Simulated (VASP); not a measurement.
A run of VASP 6.6.1:

The input INCAR:

```
PREC = Accurate ; ENCUT = 500
EDIFF = 1E-6 ; ISMEAR = 0
SIGMA = 0.1 ; LREAL = False
LASPH = True ; NELM = 200
ALGO = Normal ; ISIF = 2
LWAVE = False ; LCHARG = False
GGA = PE ; NBANDS = 24
GGA_COMPAT = False ; LMAXMIX = 6
```

The input KPOINTS:

```
Automatic mesh
0
Gamma
  6 6 2
```

Contents of POSCAR:

```
TbPIr2
1.0
    2.1334810500     -2.3027953200      0.0000000000
    2.1334810500      2.3027953200      0.0000000000
    0.0000000000      0.0000000000      8.7042872900
Tb P Ir
1 1 2
Direct
    0.5000000000      0.5000000000      0.0000000000
    0.5000000000      0.5000000000      0.5000000000
    0.5000000000      0.5000000000      0.2803895700
    0.5000000000      0.5000000000      0.7196104300
```

Potentials or basis: VASP PAW PBE potentials, release 64 (Tb_3, P, Ir), 4f in core.

Command:

```bash
$ cat potpaw_PBE.64/Tb_3/POTCAR potpaw_PBE.64/P/POTCAR potpaw_PBE.64/Ir/POTCAR > POTCAR
$ mpirun -np 1 vasp_std > vasp.out
```

Hardware: 1 thread of AMD EPYC 7R13 Processor (Zen 3), with other jobs on the host.

Q: Estimate the wall time of this run.

A: It took 49 s on 1 thread of AMD EPYC 7R13 Processor (Zen 3), with other jobs on the host, peak memory 0.19 GiB. Counts: scf iterations 15, k points 26.
